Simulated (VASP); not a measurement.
Input of a VASP 6.6.1 run:

The input INCAR:

```
ALGO = Normal ; EDIFF = 1E-6
ENCUT = 600 ; GGA = VW
GGA_COMPAT = F ; ISIF = 2
ISMEAR = -1 ; ISPIN = 2
LASPH = T ; LCHARG = F
LMAXMIX = 6 ; LORBIT = 11
LREAL = F ; LWAVE = F
MAGMOM = 7 0 ; NBANDS = 22
NELM = 200 ; PREC = Accurate
SIGMA = 0.05
```

KPOINTS

```
k-points
0
Gamma
  8 8 8
```

POSCAR

```
EuS
1.0
    0.0000000000      2.8268449083      2.8268449083
    2.8268449083      0.0000000000      2.8268449083
    2.8268449083      2.8268449083      0.0000000000
Eu S
1 1
Direct
    0.0000000000      0.0000000000      0.0000000000
    0.5000000000      0.5000000000      0.5000000000
```

Potentials or basis: VASP PAW PBE potentials, release 64 (Eu, S).

The run is started by

```console
$ cat potpaw_PBE.64/Eu/POTCAR potpaw_PBE.64/S/POTCAR > POTCAR
$ mpirun -np 1 vasp_std > vasp.out
```

Task: Estimate the pressure.

Result: -1.1 GPa.

Task: Predict the site moments.

Result: Eu +6.52; S -0.05 μB.

Task: What does it give for the net moment?

Result: 6.84 μB per cell.

Caveat: the PAW data sets were made with another functional, which shifts forces and pressure a little; a cell with one magnetic atom can't hold antiferromagnetic order, which such compounds often take. The state reached can hang on the start; a lower one may exist.
